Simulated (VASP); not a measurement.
# Ga3As3N2 in VASP: further runs

Ga3As3N2 is run at these levels: PBE+D3(BJ); tasks: single point.

Program: VASP 6.6.1. These are calculated values, not measurements. Logs are shortened: lines on timing, memory, paths and dates and some standing lists are left out, and cuts for length are marked.

## 1. The cell of the first run

The cell holds a slab with vacuum, 8 atoms: a = 4.014 Å, b = 5.676 Å, c = 22.885 Å, α = 90.00°, β = 90.00°, γ = 90.00°.

## 2. Single point, PBE+D3(BJ)

The input, INCAR:

```
SYSTEM = Ga3As3N2
ALGO = Normal
DIPOL = 0.5 0.5 0.331
EDIFF = 1E-6
ENCUT = 520
GGA = PE
IDIPOL = 3
ISIF = 2
ISMEAR = 0
IVDW = 12
LASPH = .True.
LCHARG = .True.
LDIPOL = .True.
LELF = .True.
LREAL = .False.
LVACPOTAV = .True.
LVHAR = .True.
LWAVE = .False.
NBANDS = 42
NELM = 80
PREC = Accurate
SIGMA = 0.05
```

The input, KPOINTS:

```
k-points
0
Gamma
  7 5 1
  0 0 0
```

The input, POSCAR:

```
Ga3As3N2
1.0
    4.0137031116      0.0000000000      0.0000000000
    0.0000000000      5.6762333758      0.0000000000
    0.0000000000      0.0000000000     22.8852699092
Ga As N
3 3 2
Direct
    0.5000000000      0.5000000000      0.1747849169
    0.0000000000      0.0653835254      0.2732733389
    0.5000000000      0.4894639615      0.3292030243
    0.0000000000      0.2500000000      0.1747849169
    0.5000000000      0.8102208702      0.2554204538
    0.0000000000      0.2887573197      0.3664046761
    0.5000000000      0.7887573197      0.5149718555
    0.5000000000      0.7887573197      0.5630377077
```

Potentials or basis: VASP PAW PBE potentials, release 64 (Ga_d, As, N).

The run is started by

```
cat potpaw_PBE.64/Ga_d/POTCAR potpaw_PBE.64/As/POTCAR potpaw_PBE.64/N/POTCAR > POTCAR
mpirun -np 1 vasp_std > vasp.out
```

OUTCAR:

```text
SYSTEM = Ga3As3N2
   EDIFF = 1E-6
   ENCUT = 520
   GGA = PE
   ISIF = 2
   ISMEAR = 0
   IVDW = 12
   LASPH = .True.
   LREAL = .False.
   NELM = 80
   PREC = Accurate
 IVDW          = 12

 ion  position               nearest neighbor table
   1  0.500  0.500  0.175-   4 2.46   4 2.46   5 2.55
   2  0.000  0.065  0.273-   6 2.48   4 2.49   5 2.51   5 2.51
   3  0.500  0.489  0.329-   6 2.46   6 2.46   5 2.48
   4  0.000  0.250  0.175-   1 2.46   1 2.46   2 2.49
   5  0.500  0.810  0.255-   3 2.48   2 2.51   2 2.51   1 2.55
   6  0.000  0.289  0.366-   3 2.46   3 2.46   2 2.48
   7  0.500  0.789  0.515-   8 1.10
   8  0.500  0.789  0.563-   7 1.10

  LATTYP: Found a simple orthorhombic cell.
 ALAT       =     4.0137031116
 B/A-ratio  =     1.4142135624
 C/A-ratio  =     5.7017844302

  Lattice vectors:

 A1 = (   4.0137031116,   0.0000000000,   0.0000000000)
 A2 = (   0.0000000000,   5.6762333758,   0.0000000000)
 A3 = (   0.0000000000,   0.0000000000,  22.8852699092)

Analysis of symmetry for initial positions (statically):
=====================================================================
 Subroutine PRICEL returns:
 Original cell was already a primitive cell.

 Routine SETGRP: Setting up the symmetry group for a
 simple orthorhombic supercell.

 Subroutine GETGRP returns: Found  2 space group operations
 (whereof  2 operations were pure point group operations)
 out of a pool of  8 trial point group operations.

The static configuration has the point symmetry C_1h.

Analysis of symmetry for dynamics (positions and initial velocities):
=====================================================================
 Subroutine PRICEL returns:
 Original cell was already a primitive cell.

 Routine SETGRP: Setting up the symmetry group for a
 simple orthorhombic supercell.

 Subroutine GETGRP returns: Found  2 space group operations
 (whereof  2 operations were pure point group operations)
 out of a pool of  8 trial point group operations.

The dynamic configuration has the point symmetry C_1h.

 Subroutine INISYM returns: Found  2 space group operations
 (whereof  2 operations are pure point group operations),
 and found     1 'primitive' translations

----------------------------------------------------------------------------------------

                                     Primitive cell

  volume of cell :     521.3886

  direct lattice vectors                    reciprocal lattice vectors
     4.013703112  0.000000000  0.000000000     0.249146479  0.000000000  0.000000000
     0.000000000  5.676233376  0.000000000     0.000000000  0.176173165  0.000000000
     0.000000000  0.000000000 22.885269909     0.000000000  0.000000000  0.043696229

  length of vectors
     4.013703112  5.676233376 22.885269909     0.249146479  0.176173165  0.043696229

  position of ions in fractional coordinates (direct lattice)
     0.500000000  0.500000000  0.174784917
     0.000000000  0.065383525  0.273273339
     0.500000000  0.489463962  0.329203024
     0.000000000  0.250000000  0.174784917
     0.500000000  0.810220870  0.255420454
     0.000000000  0.288757320  0.366404676
     0.500000000  0.788757320  0.514971856
     0.500000000  0.788757320  0.563037708

  ion indices of the primitive-cell ions
   primitive index   ion index
                 1           1
                 2           2
                 3           3
                 4           4
                 5           5
                 6           6
                 7           7
                 8           8

----------------------------------------------------------------------------------------

 KPOINTS: k-points

Automatic generation of k-mesh.
 Grid dimensions read from file:
 generate k-points for:    7    5    1

 Generating k-lattice:

  Cartesian coordinates                     Fractional coordinates (reciprocal lattice)
     0.035592354  0.000000000  0.000000000     0.142857143  0.000000000  0.000000000
     0.000000000  0.035234633  0.000000000     0.000000000  0.200000000  0.000000000
     0.000000000  0.000000000  0.043696229     0.000000000  0.000000000  1.000000000

  Length of vectors
     0.035592354  0.035234633  0.043696229

  Shift w.r.t. Gamma in fractional coordinates (k-lattice)
     0.000000000  0.000000000  0.000000000

 Subroutine IBZKPT returns following result:
 ===========================================

 Found     12 irreducible k-points:

 Following reciprocal coordinates:
            Coordinates               Weight
  0.000000  0.000000  0.000000      1.000000
  0.142857  0.000000  0.000000      2.000000
  0.285714  0.000000  0.000000      2.000000
  0.428571  0.000000  0.000000      2.000000
  0.000000  0.200000  0.000000      2.000000
  0.142857  0.200000  0.000000      4.000000
  0.285714  0.200000  0.000000      4.000000
  0.428571  0.200000  0.000000      4.000000
  0.000000  0.400000  0.000000      2.000000
  0.142857  0.400000  0.000000      4.000000
  0.285714  0.400000  0.000000      4.000000
  0.428571  0.400000  0.000000      4.000000
   k-points           NKPTS =     12   k-points in BZ     NKDIM =     12   number of bands    NBANDS=     42
   number of dos      NEDOS =    301   number of ions     NIONS =      8
   total plane-waves  NPLWV = 226800
   dimension x,y,z NGX =    30 NGY =   42 NGZ =  180
   dimension x,y,z NGXF=    60 NGYF=   84 NGZF=  360
   ions per type =               3   3   2
   NGX,Y,Z   is equivalent  to a cutoff of  12.43, 12.30, 13.08 a.u.
   NGXF,Y,Z  is equivalent  to a cutoff of  24.85, 24.60, 26.15 a.u.
 SYSTEM =  Ga3As3N2
   PREC   = accura    normal or accurate (medium, high low for compatibility)
   ISTART =      0    job   : 0-new  1-cont  2-samecut
   ICHARG =      2    charge: 1-file 2-atom 10-const
   ISPIN  =      1    spin polarized calculation?
   LNONCOLLINEAR =      F non collinear calculations
   LSORBIT =      F    spin-orbit coupling
   LASPH  =      T    aspherical Exc in radial PAW
   ENCUT  =  520.0 eV  38.22 Ry    6.18 a.u.   7.46 10.55 42.55*2*pi/ulx,y,z
   NELM   =     80;   NELMIN=  2; NELMDL= -5     # of ELM steps
   EDIFF  = 0.1E-05   stopping-criterion for ELM
   LREAL  =      F    real-space projection
   EDIFFG = 0.1E-04   stopping-criterion for IOM
   NSW    =      0    number of steps for IOM
   IBRION =     -1    ionic relax: 0-MD 1-quasi-New 2-CG
   NFREE  =      0    steps in history (QN), initial steepest desc. (CG)
   ISIF   =      2    stress and relaxation
   ISYM   =      2    0-nonsym 1-usesym 2-fastsym
   POTIM  = 0.5000    time-step for ionic-motion
   TEBEG  =    0.0;   TEEND  =   0.0 temperature during run
   PSTRESS=    0.0 pullay stress
   NELECT =      64.0000    total number of electrons
   NUPDOWN=      -1.0000    fix difference up-down
   EMIN   =  10.00;   EMAX   =-10.00  energy-range for DOS
   EFERMI =   0.00;   METHOD = LEGACY
   ISMEAR =     0;   SIGMA  =   0.05  broadening in eV -4-tet -1-fermi 0-gaus
   EFERMI_NEDOS =   21; number of points for ismear=-14 and -15
   IALGO  =     38    algorithm
   IMIX   =      4    mixing-type and parameters
     AMIX     =   0.40;   BMIX     =  1.00
     AMIX_MAG =   1.60;   BMIX_MAG =  1.00
  volume/ion in A,a.u.               =      65.17       439.81
  Fermi-wavevector in a.u.,A,eV,Ry     =   0.813606  1.537493  9.006448  0.661955
  Thomas-Fermi vector in A             =   1.923362
   LORBIT       =      0    0 simple, 1 ext, 2 COOP (PROOUT), +10 PAW based schemes
   GGA     = PE    functional components
   LHFCALC =     F    Hartree Fock is set to
   AEXX    =    0.0000 exact exchange contribution
   IVDW    =    12    specifies the selected vdW correction
   LEPSILON=     F    determine dielectric tensor
   LRPA    =     F    only Hartree local field effects (RPA)
 non-spin polarized calculation
 Gauss-broadening in eV      SIGMA  =   0.05
  energy-cutoff  :      520.00
  volume of cell :      521.39
 maximum number of plane-waves:     14091
 NGX is ok and might be reduce to    30
   NGX = 15   NGY = 21   NGZ = 85

 dipolmoment           0.000000      0.000000     -0.004102 electrons x Angstroem

 number of electron      64.0000015 magnetization

 dipolmoment           0.000000      0.000000      0.038586 electrons x Angstroem

 Free energy of the ion-electron system (eV)
  ---------------------------------------------------
  ext. energy  EPLUGINS =         0.00000000
  ---------------------------------------------------
  free energy    TOTEN  =       -39.40869272 eV

  energy without entropy =      -39.40869272  energy(sigma->0) =      -39.40869272

 E-fermi :  -2.0154     XC(G=0):  -3.8747

 val. band max:       -2.2145193355   @ k =   0.0000   0.0000   0.0000
 cond. band min:      -1.8111626720   @ k =   0.4286   0.0000   0.0000
 fundamental gap:      0.4033566635
 Fermi energy:        -2.0153684580

 k-point     1 :       0.0000    0.0000    0.0000
  band No.  band energies     occupation
      1     -25.9041      2.00000
      2     -17.1920      2.00000
      3     -17.1354      2.00000
      4     -17.1194      2.00000
      5     -17.0939      2.00000
      6     -17.0702      2.00000
[... 34 lines left out ...]
     41       2.1437      0.00000
     42       2.2402      0.00000

 k-point     2 :       0.1429    0.0000    0.0000
  band No.  band energies     occupation
      1     -25.9022      2.00000
      2     -17.1889      2.00000
      3     -17.1324      2.00000
      4     -17.1188      2.00000
      5     -17.0933      2.00000
      6     -17.0728      2.00000
[... 34 lines left out ...]
     41       2.0256      0.00000
     42       2.2699      0.00000

 k-point     3 :       0.2857    0.0000    0.0000
  band No.  band energies     occupation
      1     -25.8978      2.00000
      2     -17.1822      2.00000
      3     -17.1256      2.00000
      4     -17.1170      2.00000
      5     -17.0926      2.00000
      6     -17.0800      2.00000
[... 34 lines left out ...]
     41       2.3759      0.00000
     42       2.7677      0.00000

 k-point     4 :       0.4286    0.0000    0.0000
  band No.  band energies     occupation
      1     -25.8942      2.00000
      2     -17.1769      2.00000
      3     -17.1188      2.00000
      4     -17.1145      2.00000
      5     -17.0951      2.00000
      6     -17.0884      2.00000
[... 304 lines left out ...]
     41       2.3652      0.00000
     42       2.7171      0.00000

 k-point    11 :       0.2857    0.4000    0.0000
  band No.  band energies     occupation
      1     -25.8977      2.00000
      2     -17.1816      2.00000
      3     -17.1253      2.00000
      4     -17.1174      2.00000
      5     -17.0925      2.00000
      6     -17.0801      2.00000
[... 34 lines left out ...]
     41       2.7319      0.00000
     42       3.1818      0.00000

 k-point    12 :       0.4286    0.4000    0.0000
  band No.  band energies     occupation
      1     -25.8940      2.00000
      2     -17.1735      2.00000
      3     -17.1189      2.00000
      4     -17.1141      2.00000
      5     -17.0956      2.00000
      6     -17.0882      2.00000
[... 34 lines left out ...]
     41       2.7995      0.00000
     42       3.1127      0.00000

------------------------ aborting loop because EDIFF is reached ----------------------------------------

 Edisp (eV)   -1.25119

 E8    (eV) :    -0.5678

  FORCE on cell =-STRESS in cart. coord.  units (eV):
  Direction    XX          YY          ZZ          XY          YZ          ZX
  --------------------------------------------------------------------------------------
  -------------------------------------------------------------------------------------
  Total      -2.10327    -2.67492     2.14368     0.00000    -0.04833     0.00000
  in kB      -6.46314    -8.21977     6.58732     0.00000    -0.14851     0.00000
  external pressure =       -2.70 kB  Pullay stress =        0.00 kB

 VOLUME and BASIS-vectors are now :
 -----------------------------------------------------------------------------
  energy-cutoff  :      520.00
  volume of cell :      521.39
      direct lattice vectors                 reciprocal lattice vectors
     4.013703112  0.000000000  0.000000000     0.249146479  0.000000000  0.000000000
     0.000000000  5.676233376  0.000000000     0.000000000  0.176173165  0.000000000
     0.000000000  0.000000000 22.885269909     0.000000000  0.000000000  0.043696229

 POSITION                                       TOTAL-FORCE (eV/Angst)
 -----------------------------------------------------------------------------------
      2.00685      2.83812      4.00000         0.000000     -0.309202      1.033001
      0.00000      0.37113      6.25393         0.000000     -0.010492      0.019480
      2.00685      2.77831      7.53390         0.000000      0.011417      0.021930
      0.00000      1.41906      4.00000         0.000000      0.315476     -1.061218
      2.00685      4.59900      5.84537         0.000000      0.009524     -0.014425
      0.00000      1.63905      8.38527         0.000000     -0.012062      0.049053
      2.00685      4.47717     11.78527         0.000000     -0.010034     -2.142105
      2.00685      4.47717     12.88527         0.000000      0.005372      2.094284
 -----------------------------------------------------------------------------------
    total drift:                                0.000000     -0.000268      0.000243

  FREE ENERGIE OF THE ION-ELECTRON SYSTEM (eV)
  ---------------------------------------------------
  free  energy   TOTEN  =       -40.6598814405 eV

  energy  without entropy=      -40.6598814403  energy(sigma->0) =      -40.65988144

 vacuum level on the upper side and lower side of the slab         2.726         2.420
```

Wall time 5.3 min (1 thread of Intel Xeon Platinum 8488C (Sapphire Rapids), shared host); peak memory 0.64 GiB.

Results:

- Free energy: -40.6599 eV
- Largest force: 2.142 eV/Å
- Band gap on the k mesh: 0.40 eV (least direct gap 0.75 eV)
- Dispersion energy per atom: -0.156 eV

Forces in eV/Å, atoms in the order of the input:
```
Ga   0.000 -0.309  1.033
Ga   0.000 -0.010  0.019
Ga   0.000  0.011  0.022
As   0.000  0.315 -1.061
As   0.000  0.010 -0.014
As   0.000 -0.012  0.049
N    0.000 -0.010 -2.142
N    0.000  0.005  2.094
```

Caveat: the standard files for N, O and F lose accuracy on very short bonds; semilocal functionals underestimate gaps, and a narrow one can read as zero.

(Part 1 of 2 ends here.)
